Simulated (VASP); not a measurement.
# CdS in VASP: settings compared

Aim: see how the results for CdS move with the level of theory and the settings. Levels: HSE06, PBEsol. Tasks: single point.

All numbers are computed with VASP 6.6.1; they aren't measurements. Logs are shortened: lines on timing, memory, paths and dates and some standing lists are left out, and cuts for length are marked.

### Step 1. The cell of the first run

The structure is cubic, space group Fm-3m (No. 225). The conventional cell has a = 5.506 Å, b = 5.506 Å, c = 5.506 Å, α = 90.00°, β = 90.00°, γ = 90.00°. Within 3.6 Å of Cd (site symmetry m-3m) lie 6 S at 2.75 Å. S (site symmetry m-3m) has 6 Cd at 2.75 Å within 3.6 Å.

### Step 2. Single point, HSE06

The input, POSCAR:

```
CdS
1.0
    0.0000000000      2.7532440000      2.7532440000
    2.7532440000      0.0000000000      2.7532440000
    2.7532440000      2.7532440000      0.0000000000
Cd S
1 1
Direct
    0.0000000000      0.0000000000      0.0000000000
    0.5000000000      0.5000000000      0.5000000000
```

The input, INCAR.step1:

```
SYSTEM = CdS
PREC = Accurate
ENCUT = 520
EDIFF = 1E-5
ISMEAR = -1
SIGMA = 0.05
LREAL = .FALSE.
LASPH = .TRUE.
NELM = 60
ALGO = Normal
ISIF = 2
LWAVE = .TRUE.
LCHARG = .FALSE.
NBANDS = 16
GGA = PE
```

The input, INCAR.step2:

```
SYSTEM = CdS
PREC = Accurate
ENCUT = 520
EDIFF = 1E-6
ISMEAR = -1
SIGMA = 0.05
LREAL = .FALSE.
LASPH = .TRUE.
NELM = 60
ALGO = Normal
ISIF = 2
LWAVE = .FALSE.
LCHARG = .FALSE.
GGA = PE
LHFCALC = .TRUE.
HFSCREEN = 0.2079
PRECFOCK = Normal
NBANDS = 16
ISTART = 1
```

The input, KPOINTS:

```
Automatic mesh
0
G
  6 6 6
  0 0 0
```

Potentials or basis: VASP PAW PBE potentials, release 64 (Cd, S).

Started as:

```console
$ cat potpaw_PBE.64/Cd/POTCAR potpaw_PBE.64/S/POTCAR > POTCAR
$ cp INCAR.step1 INCAR
$ mpirun -np 1 vasp_std > vasp.out
$ cp INCAR.step2 INCAR
$ mpirun -np 1 vasp_std > vasp.out
```

OUTCAR:

```text
SYSTEM = CdS
   PREC = Accurate
   ENCUT = 520
   EDIFF = 1E-6
   ISMEAR = -1
   LREAL = .FALSE.
   LASPH = .TRUE.
   NELM = 60
   ISIF = 2
   GGA = PE
   LHFCALC = .TRUE.
   HFSCREEN = 0.2079
   PRECFOCK = Normal
   ISTART = 1

 ion  position               nearest neighbor table
   1  0.000  0.000  0.000-   2 2.75   2 2.75   2 2.75   2 2.75   2 2.75   2 2.75
   2  0.500  0.500  0.500-   1 2.75   1 2.75   1 2.75   1 2.75   1 2.75   1 2.75

  LATTYP: Found a face centered cubic cell.
 ALAT       =     5.5064880000

  Lattice vectors:

 A1 = (   0.0000000000,   2.7532440000,   2.7532440000)
 A2 = (   2.7532440000,   0.0000000000,   2.7532440000)
 A3 = (   2.7532440000,   2.7532440000,   0.0000000000)

Analysis of symmetry for initial positions (statically):
=====================================================================
 Subroutine PRICEL returns:
 Original cell was already a primitive cell.

 Routine SETGRP: Setting up the symmetry group for a
 face centered cubic supercell.

 Subroutine GETGRP returns: Found 48 space group operations
 (whereof 48 operations were pure point group operations)
 out of a pool of 48 trial point group operations.

The static configuration has the point symmetry O_h .

Analysis of symmetry for dynamics (positions and initial velocities):
=====================================================================
 Subroutine PRICEL returns:
 Original cell was already a primitive cell.

 Routine SETGRP: Setting up the symmetry group for a
 face centered cubic supercell.

 Subroutine GETGRP returns: Found 48 space group operations
 (whereof 48 operations were pure point group operations)
 out of a pool of 48 trial point group operations.

The dynamic configuration has the point symmetry O_h .

 Subroutine INISYM returns: Found 48 space group operations
 (whereof 48 operations are pure point group operations),
 and found     1 'primitive' translations

----------------------------------------------------------------------------------------

                                     Primitive cell

  volume of cell :      41.7411

  direct lattice vectors                    reciprocal lattice vectors
     0.000000000  2.753244000  2.753244000    -0.181603955  0.181603955  0.181603955
     2.753244000  0.000000000  2.753244000     0.181603955 -0.181603955  0.181603955
     2.753244000  2.753244000  0.000000000     0.181603955  0.181603955 -0.181603955

  length of vectors
     3.893675005  3.893675005  3.893675005     0.314547277  0.314547277  0.314547277

  position of ions in fractional coordinates (direct lattice)
     0.000000000  0.000000000  0.000000000
     0.500000000  0.500000000  0.500000000

  ion indices of the primitive-cell ions
   primitive index   ion index
                 1           1
                 2           2

----------------------------------------------------------------------------------------

 KPOINTS: Automatic mesh

Automatic generation of k-mesh.
 Grid dimensions read from file:
 generate k-points for:    6    6    6

 Generating k-lattice:

  Cartesian coordinates                     Fractional coordinates (reciprocal lattice)
    -0.030267326  0.030267326  0.030267326     0.166666667  0.000000000  0.000000000
     0.030267326 -0.030267326  0.030267326     0.000000000  0.166666667  0.000000000
     0.030267326  0.030267326 -0.030267326     0.000000000  0.000000000  0.166666667

  Length of vectors
     0.052424546  0.052424546  0.052424546

  Shift w.r.t. Gamma in fractional coordinates (k-lattice)
     0.000000000  0.000000000  0.000000000

 Subroutine IBZKPT returns following result:
 ===========================================

 Found     16 irreducible k-points:

 Following reciprocal coordinates:
            Coordinates               Weight
  0.000000  0.000000  0.000000      1.000000
  0.166667  0.000000  0.000000      8.000000
  0.333333  0.000000  0.000000      8.000000
  0.500000  0.000000  0.000000      4.000000
  0.166667  0.166667  0.000000      6.000000
  0.333333  0.166667  0.000000     24.000000
[... 8 lines left out ...]
 -0.333333  0.333333  0.166667     24.000000
 -0.333333  0.500000  0.166667     12.000000
   k-points           NKPTS =     16   k-points in BZ     NKDIM =    216   number of bands    NBANDS=     16
   number of dos      NEDOS =    301   number of ions     NIONS =      2
   total plane-waves  NPLWV =  27000
   dimension x,y,z NGX =    30 NGY =   30 NGZ =   30
   dimension x,y,z NGXF=    60 NGYF=   60 NGZF=   60
   ions per type =               1   1
   NGX,Y,Z   is equivalent  to a cutoff of  12.81, 12.81, 12.81 a.u.
   NGXF,Y,Z  is equivalent  to a cutoff of  25.62, 25.62, 25.62 a.u.
 SYSTEM =  CdS
   PREC   = accura    normal or accurate (medium, high low for compatibility)
   ISTART =      1    job   : 0-new  1-cont  2-samecut
   ICHARG =      0    charge: 1-file 2-atom 10-const
   ISPIN  =      1    spin polarized calculation?
   LNONCOLLINEAR =      F non collinear calculations
   LSORBIT =      F    spin-orbit coupling
   LASPH  =      T    aspherical Exc in radial PAW
   ENCUT  =  520.0 eV  38.22 Ry    6.18 a.u.   7.24  7.24  7.24*2*pi/ulx,y,z
   NELM   =     60;   NELMIN=  2; NELMDL=  0     # of ELM steps
   EDIFF  = 0.1E-05   stopping-criterion for ELM
   LREAL  =      F    real-space projection
   EDIFFG = 0.1E-04   stopping-criterion for IOM
   NSW    =      0    number of steps for IOM
   IBRION =     -1    ionic relax: 0-MD 1-quasi-New 2-CG
   NFREE  =      0    steps in history (QN), initial steepest desc. (CG)
   ISIF   =      2    stress and relaxation
   ISYM   =      3    0-nonsym 1-usesym 2-fastsym
   POTIM  = 0.5000    time-step for ionic-motion
   TEBEG  =    0.0;   TEEND  =   0.0 temperature during run
   PSTRESS=    0.0 pullay stress
   NELECT =      18.0000    total number of electrons
   NUPDOWN=      -1.0000    fix difference up-down
   EMIN   =  10.00;   EMAX   =-10.00  energy-range for DOS
   EFERMI =   0.00;   METHOD = LEGACY
   ISMEAR =    -1;   SIGMA  =   0.05  broadening in eV -4-tet -1-fermi 0-gaus
   EFERMI_NEDOS =   21; number of points for ismear=-14 and -15
   IALGO  =     38    algorithm
   IMIX   =      1    mixing-type and parameters
     AMIX     =   0.40;   BMIX     =  1.00
     AMIX_MAG =   1.60;   BMIX_MAG =  1.00
  volume/ion in A,a.u.               =      20.87       140.84
  Fermi-wavevector in a.u.,A,eV,Ry     =   1.236833  2.337275 20.813583  1.529755
  Thomas-Fermi vector in A             =   2.371425
   LORBIT       =      0    0 simple, 1 ext, 2 COOP (PROOUT), +10 PAW based schemes
   GGA     = PE    functional components
   LHFCALC =     T    Hartree Fock is set to
   PRECFOCK=normal    Normal, Fast or Accurate (Low or Medium for compatibility)
   ENCUT4O =  -1.0   cutoff for four orbital integrals eV
   NKREDX  =     1    reduce k-point grid by
   NKREDY  =     1    reduce k-point grid by
   NKREDZ  =     1    reduce k-point grid by
   AEXX    =    0.2500 exact exchange contribution
   HFSCREEN=    0.2079 screening length (either q_TF or 0.3 A-1)
   HFSCREENC=   0.2079 screening length for correlation (either q_TF or 0.3 A-1)
   ENCUTFOCK=  -1.0 apply spherical cutoff to Coloumb kernel
   IVDW    =     0    specifies the selected vdW correction
   LEPSILON=     F    determine dielectric tensor
   LRPA    =     F    only Hartree local field effects (RPA)
 non-spin polarized calculation
  energy-cutoff  :      520.00
  volume of cell :       41.74
 maximum number of plane-waves:      1158
 NGX is ok and might be reduce to    30
  NGX = 24; NGY = 24; NGZ = 24

 number of electron      18.0000005 magnetization

 Free energy of the ion-electron system (eV)
  ---------------------------------------------------
  ext. energy  EPLUGINS =         0.00000000
  ---------------------------------------------------
  free energy    TOTEN  =        -7.34489872 eV

  energy without entropy =       -7.34489827  energy(sigma->0) =       -7.34489850

 E-fermi :   2.7426     XC(G=0):  -8.5143

 val. band max:        2.0885260498   @ k =   0.5000   0.0000   0.0000
 cond. band min:       3.3093921883   @ k =   0.5000   0.5000   0.0000
 fundamental gap:      1.2208661385
 Fermi energy:         2.7425745618

 k-point     1 :       0.0000    0.0000    0.0000
  band No.  band energies     occupation
      1     -11.8105      2.00000
      2      -6.7085      2.00000
      3      -6.7085      2.00000
      4      -6.6842      2.00000
      5      -6.6842      2.00000
      6      -6.6842      2.00000
[... 8 lines left out ...]
     15      14.9321      0.00000
     16      14.9321      0.00000

 k-point     2 :       0.1667    0.0000    0.0000
  band No.  band energies     occupation
      1     -11.5643      2.00000
      2      -6.7793      2.00000
      3      -6.7793      2.00000
      4      -6.7066      2.00000
      5      -6.6405      2.00000
      6      -6.6405      2.00000
[... 8 lines left out ...]
     15      13.6321      0.00000
     16      14.3294      0.00000

 k-point     3 :       0.3333    0.0000    0.0000
  band No.  band energies     occupation
      1     -10.9822      2.00000
      2      -6.9207      2.00000
      3      -6.9206      2.00000
      4      -6.7913      2.00000
      5      -6.5461      2.00000
      6      -6.5461      2.00000
[... 8 lines left out ...]
     15      15.0428      0.00000
     16      15.0428      0.00000

 k-point     4 :       0.5000    0.0000    0.0000
  band No.  band energies     occupation
      1     -10.6218      2.00000
      2      -6.9888      2.00000
      3      -6.9888      2.00000
      4      -6.8767      2.00000
      5      -6.4979      2.00000
      6      -6.4979      2.00000
[... 8 lines left out ...]
     15      16.5251      0.00000
     16      16.5251      0.00000

 k-point     5 :       0.1667    0.1667    0.0000
  band No.  band energies     occupation
      1     -11.5061      2.00000
      2      -6.8320      2.00000
      3      -6.7195      2.00000
      4      -6.6837      2.00000
      5      -6.6359      2.00000
      6      -6.6359      2.00000
[... 8 lines left out ...]
     15      15.9711      0.00000
     16      16.7689      0.00000

 k-point     6 :       0.3333    0.1667    0.0000
  band No.  band energies     occupation
      1     -11.1009      2.00000
      2      -6.8494      2.00000
      3      -6.7680      2.00000
      4      -6.7495      2.00000
      5      -6.5673      2.00000
      6      -6.5357      2.00000
[... 8 lines left out ...]
     15      16.1994      0.00000
     16      16.5657      0.00000
[... 115 lines left out ...]
 k-point    13 :       0.5000    0.5000    0.0000
  band No.  band energies     occupation
      1     -10.9043      2.00000
      2      -6.8258      2.00000
      3      -6.6087      2.00000
      4      -6.4342      2.00000
      5      -6.4342      2.00000
      6      -5.7028      2.00000
[... 8 lines left out ...]
     15      17.9840      0.00000
     16      18.2578      0.00000

 k-point    14 :       0.5000    0.3333    0.1667
  band No.  band energies     occupation
      1     -10.8422      2.00000
      2      -6.8238      2.00000
      3      -6.7399      2.00000
      4      -6.7001      2.00000
      5      -6.5099      2.00000
      6      -6.3729      2.00000
[... 8 lines left out ...]
     15      17.5088      0.00000
     16      18.6659      0.00000

 k-point    15 :      -0.3333    0.3333    0.1667
  band No.  band energies     occupation
      1     -10.7121      2.00000
      2      -6.8737      2.00000
      3      -6.7028      2.00000
      4      -6.6763      2.00000
      5      -6.4677      2.00000
      6      -6.1799      2.00000
[... 8 lines left out ...]
     15      16.2146      0.00000
     16      18.2587      0.00000

 k-point    16 :      -0.3333    0.5000    0.1667
  band No.  band energies     occupation
      1     -10.7831      2.00000
      2      -6.7672      2.00000
      3      -6.7573      2.00000
      4      -6.5675      2.00000
      5      -6.4341      2.00000
      6      -5.8607      2.00000
[... 8 lines left out ...]
     15      17.3058      0.00000
     16      18.2486      0.00000

------------------------ aborting loop because EDIFF is reached ----------------------------------------

  FORCE on cell =-STRESS in cart. coord.  units (eV):
  Direction    XX          YY          ZZ          XY          YZ          ZX
  --------------------------------------------------------------------------------------
  -------------------------------------------------------------------------------------
  Total       -0.4796816     -0.4796816     -0.4796816      0.0000000      0.0000000      0.0000000
  in kB      -18.4119390    -18.4119390    -18.4119390      0.0000000      0.0000000      0.0000000
  external PRESSURE =     -18.4119390 kB  Pullay stress =       0.0000000 kB

 VOLUME and BASIS-vectors are now :
 -----------------------------------------------------------------------------
  energy-cutoff  :      520.00
  volume of cell :       41.74
      direct lattice vectors                 reciprocal lattice vectors
     0.000000000  2.753244000  2.753244000    -0.181603955  0.181603955  0.181603955
     2.753244000  0.000000000  2.753244000     0.181603955 -0.181603955  0.181603955
     2.753244000  2.753244000  0.000000000     0.181603955  0.181603955 -0.181603955

 POSITION                                       TOTAL-FORCE (eV/Angst)
 -----------------------------------------------------------------------------------
      0.00000      0.00000      0.00000         0.000000     -0.000000     -0.000000
      2.75324      2.75324      2.75324        -0.000000      0.000000      0.000000
 -----------------------------------------------------------------------------------
    total drift:                                0.000000      0.000000      0.000000

  FREE ENERGIE OF THE ION-ELECTRON SYSTEM (eV)
  ---------------------------------------------------
  free  energy   TOTEN  =        -7.3448987232 eV

  energy  without entropy=       -7.3448982741  energy(sigma->0) =       -7.34489850
```

It took 37 min on 1 thread of Intel Xeon Platinum 8259CL at 2.50GHz (Skylake/Cascade Lake), shared host; peak memory 0.29 GiB.

What came out:

```yaml
Free_energy: -7.3449 eV
Pressure: -1.8 GPa
Band_gap_on_the_k_mesh: 1.22 eV (least direct gap 2.54 eV)
```

Levels at points of the mesh, in eV from the valence-band top:
```csv
k point,band 5,band 6,band 7,band 8,band 9,band 10,band 11,band 12,band 13,band 14
"(0.00, 0.00, 0.00)",-8.77,-8.77,-0.69,-0.69,-0.69,1.84,10.35,10.35,10.35,12.38
"(0.50, 0.00, 0.00)",-8.59,-8.59,-5.14,0.00,0.00,4.46,7.03,7.03,8.22,13.42
"(0.50, 0.50, 0.00)",-8.52,-7.79,-4.43,-2.18,-2.18,1.22,6.96,11.17,12.68,12.68
```

Caveat: the PAW data sets were made with another functional, which shifts forces and pressure a little. A k mesh can miss the band edges.

### Step 3. Single point, PBEsol (last atom moved by 0.04 Å along z, cell strained by -1.0% along z)

The input, INCAR:

```
SYSTEM = CdS
ALGO     = Normal         ! electronic algorithm
EDIFF    = 1E-6           ! SCF threshold, eV
EFERMI   = MIDGAP       
ENCUT    = 720            ! plane-wave cutoff, eV
GGA      = PS             ! functional
GGA_COMPAT= .False.      
ISIF     = 2              ! what is computed and relaxed
ISMEAR   = 0              ! smearing method
LASPH    = .True.         ! aspherical terms in the spheres
LCHARG   = .False.        ! write CHGCAR
LREAL    = .False.        ! projectors in reciprocal space
LWAVE    = .False.        ! write WAVECAR
NBANDS   = 29             ! bands
NELM     = 120            ! most SCF steps
PREC     = Accurate       ! precision mode
SIGMA    = 0.03           ! smearing width, eV
```

The input, KPOINTS:

```
Automatic mesh
0
Gamma
  14 14 14
  0 0 0
```

The input, POSCAR:

```
CdS
1.0
    0.0000000000      2.7532440000      2.7257115600
    2.7532440000      0.0000000000      2.7257115600
    2.7532440000      2.7532440000      0.0000000000
Cd S
1 1
Direct
    0.0000000000      0.0000000000      0.0000000000
    0.5072641600      0.5072641600      0.4927358400
```

Potentials or basis: VASP PAW PBE potentials, release 64 (Cd, S).

Started as:

```console
$ cat potpaw_PBE.64/Cd/POTCAR potpaw_PBE.64/S/POTCAR > POTCAR
$ mpirun -np 1 vasp_std > vasp.out
```

Wall time 2.9 min (1 thread of AMD EPYC 9R45 (Zen 5), shared host); peak memory 0.46 GiB.

It converged, with:

```
Free energy            : -6.6279 eV
Pressure               : -3.2 GPa
Largest force          : 0.062 eV/Å
Band gap on the k mesh : 0.08 eV (least direct gap 1.46 eV)
```

Forces in eV/Å, atoms in the order of the input:
```
Cd   0.000  0.000  0.062
S    0.000  0.000 -0.062
```

Stress tensor (GPa, compression positive):
```
-3.50  0.00  0.00
 0.00 -3.50  0.00
 0.00  0.00 -2.67
```

Levels at points of the mesh, in eV from the valence-band top:
```tsv
k point	band 5	band 6	band 7	band 8	band 9	band 10	band 11	band 12	band 13	band 14
(0.00, 0.00, 0.00)	-7.60	-7.59	-0.79	-0.73	-0.73	0.73	9.10	9.10	9.16	11.07
(0.50, 0.00, 0.00)	-7.39	-7.39	-4.89	-0.05	0.00	3.34	5.74	5.84	6.66	12.02
(0.50, 0.50, 0.00)	-7.33	-6.64	-4.28	-2.17	-2.17	0.08	5.86	9.72	11.02	11.02
(0.50, 0.00, 0.50)	-7.32	-6.67	-4.27	-2.19	-2.09	0.13	5.91	9.62	10.96	11.21
```

Caveat: the cell differs from its parent crystal (last atom moved by 0.04 Å along z, cell strained by -1.0% along z); the cell stands under tension; the PAW data sets were made with another functional, which shifts forces and pressure a little.
